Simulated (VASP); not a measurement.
A run of VASP 6.6.1 is set up as follows.

INCAR

```
ALGO     = Normal         # electronic algorithm
EDIFF    = 1E-6           # SCF threshold, eV
ENCUT    = 520            # plane-wave cutoff, eV
GGA      = PS             # functional
ISIF     = 2              # what is computed and relaxed
ISMEAR   = 0              # smearing method
LASPH    = T              # aspherical terms in the spheres
LCHARG   = T              # write CHGCAR
LELF     = T              # ELF
LREAL    = F              # projectors in reciprocal space
LVHAR    = T            
LWAVE    = F              # write WAVECAR
NBANDS   = 35             # bands
NELM     = 100            # most SCF steps
PREC     = Accurate       # precision mode
SIGMA    = 0.02           # smearing width, eV
```

Contents of KPOINTS:

```
k-points
0
Gamma
  6 6 8
```

Contents of POSCAR:

```
SnO2
1.0
    4.7686576438      0.0000000000      0.0000000000
    0.0000000000      4.7700658055      0.0000000000
    0.0000000000      0.0000000000      3.0192603928
Sn O
2 4
Direct
    0.5000000000      0.5000000000      0.5000000000
    0.0000000000      0.0000000000      0.0000000000
    0.3025257056      0.3027769120      0.0000000000
    0.8025257056      0.1972230880      0.5000000000
    0.1974742944      0.8027769120      0.5000000000
    0.6974742944      0.6972230880      0.0000000000
```

Potentials or basis: VASP PAW PBE potentials, release 64 (Sn_d, O).

Run with:

```sh
$ cat potpaw_PBE.64/Sn_d/POTCAR potpaw_PBE.64/O/POTCAR > POTCAR
$ mpirun -np 1 vasp_std > vasp.out
```

**Question.** Predict the largest force.

**Answer.** 0.030 eV/Å.

**Question.** Estimate the band gap on the k mesh.

**Answer.** 1.71 eV, direct.

**Question.** Estimate the pressure.

**Answer.** 17.2 GPa.

Stress tensor (GPa, compression positive):
```
10.74  0.00  0.00
 0.00 10.73  0.00
 0.00  0.00 30.20
```

Caveat: the PAW data sets were made with another functional, which shifts forces and pressure a little; spin-orbit coupling is left out, which moves the levels of the heavy elements. Expect the measured gap to be larger: semilocal functionals such as PBEsol lack the derivative discontinuity.
